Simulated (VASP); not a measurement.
Wanted: the native input for a VASP 6.6.1 run.

- Task: single point
- Functional: PBE
- Potentials or basis: VASP PAW PBE potentials, release 64 (Mo_sv)
- Cutoff: 520 eV
- k mesh: 18 × 18 × 18
- Occupations: gaussian, width 0.1 eV
- Spin: no spin polarisation
- Dipole correction: no
- Further INCAR settings: ALGO = Fast; EDIFF = 1e-07; NBANDS = 13

The structure of Mo lies in POSCAR:

```
Mo
1.0
    0.0000000000      2.0402738286      2.0402738286
    2.0402738286      0.0000000000      2.0402738286
    2.0402738286      2.0402738286      0.0000000000
Mo
1
Direct
    0.0000000000      0.0000000000      0.0000000000
```

This cell differs from its parent crystal: volume scaled by 1.06.

One way to write it, as run:

INCAR

```
SYSTEM = Mo
PREC     = Accurate       ! precision mode
ENCUT    = 520            ! plane-wave cutoff, eV
EDIFF    = 1E-7           ! SCF threshold, eV
ISMEAR   = 0              ! smearing method
SIGMA    = 0.1            ! smearing width, eV
LREAL    = .FALSE.        ! projectors in reciprocal space
LASPH    = .TRUE.         ! aspherical terms in the spheres
NELM     = 100            ! most SCF steps
ALGO     = Fast           ! electronic algorithm
ISIF     = 2              ! what is computed and relaxed
LWAVE    = .FALSE.        ! write WAVECAR
LCHARG   = .FALSE.        ! write CHGCAR
GGA      = PE             ! functional
NBANDS   = 13             ! bands
```

KPOINTS

```
Automatic mesh
0
G
  18 18 18
  0 0 0
```

Potentials or basis: VASP PAW PBE potentials, release 64 (Mo_sv).

The run is started by

```sh
$ cat potpaw_PBE.64/Mo_sv/POTCAR > POTCAR
$ mpirun -np 1 vasp_std > vasp.out
```

Results of the run:

```yaml
Pressure: -12.0 GPa
Band_gap_on_the_k_mesh: zero (band 7 reaches 14.58 eV, above the bottom of band 8 at 10.28 eV)
```

Wall time 16 s on 1 thread of Intel(R) Xeon(R) 6975P-C (Granite Rapids), with other jobs on the host, peak memory 0.16 GiB.
